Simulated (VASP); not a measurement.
Input of a VASP 6.6.1 run:

Contents of INCAR:

```
PREC = Accurate
ENCUT = 520
EDIFF = 1E-6
ISMEAR = 1
SIGMA = 0.05
LREAL = False
LASPH = True
NELM = 100
ALGO = Normal
ISIF = 2
LWAVE = False
LCHARG = False
GGA = PE
NBANDS = 16
```

Contents of KPOINTS:

```
Automatic mesh
0
Gamma
  7 7 4
```

Contents of POSCAR:

```
Ir
1.0
    2.7233904391      0.0000000000      0.0000000000
   -1.3616952195      2.3585253047      0.0000000000
    0.0000000000      0.0000000000      4.4575434654
Ir
2
Direct
    0.3333333333      0.6666666667      0.2500000000
    0.6666666667      0.3333333333      0.7500000000
```

Potentials or basis: VASP PAW PBE potentials, release 64 (Ir).

Run with:

```sh
$ cat potpaw_PBE.64/Ir/POTCAR > POTCAR
$ mpirun -np 1 vasp_std > vasp.out
```

Task: Predict the pressure.

Result: 5.5 GPa.

Task: What does it give for the band gap on the k mesh?

Result: Zero (band 9 reaches 11.12 eV, above the bottom of band 10 at 8.00 eV).

Stress tensor (GPa, compression positive):
```
5.57 0.00 0.00
0.00 5.57 0.00
0.00 0.00 5.49
```

Caveat: the k points lie up to 0.38 Å⁻¹ apart; spin-orbit coupling is left out, which moves the levels of the heavy elements.
